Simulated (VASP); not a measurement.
ZnCd, 2 atoms in the cell. Symmetry: Pm-3m, No. 221, cubic system. The conventional cell has a = 3.297 Å, b = 3.297 Å, c = 3.297 Å, α = 90.00°, β = 90.00°, γ = 90.00°. Zn (site symmetry m-3m) has 8 Cd at 2.85 Å and 6 Zn at 3.30 Å within 3.8 Å. Cd (site symmetry m-3m) has 8 Zn at 2.85 Å and 6 Cd at 3.30 Å within 3.8 Å. 

| Quantity | Value |
| --- | --- |
| Program | VASP 6.6.1 |
| Task | relaxation of cell and atoms |
| Functional | PBEsol |
| Potentials or basis | VASP PAW PBE potentials, release 64 (Zn, Cd) |
| Cutoff | 600 eV |
| k mesh | 12 × 12 × 12 |
| Occupations | gaussian, width 0.1 eV |
| Spin | no spin polarisation |
| Dipole correction | no |
| Further INCAR settings | ALGO = Normal; EDIFF = 1e-06; IBRION = 2; EDIFFG = -0.005; NSW = 100; ISIF = 3 |

Potentials or basis: VASP PAW PBE potentials, release 64 (Zn, Cd).

Launch:

```bash
$ cat potpaw_PBE.64/Zn/POTCAR potpaw_PBE.64/Cd/POTCAR > POTCAR
$ mpirun -np 1 vasp_std > vasp.out
```

Hardware: 1 thread of Intel Xeon 8259CL, on a shared host.

Question: How long does it take, and how much memory?

Answer: Run time: 98 s on 1 thread of Intel Xeon 8259CL (shared host), peak memory 0.21 GiB. Counts: scf iterations 17, k points 84, ion steps 2.
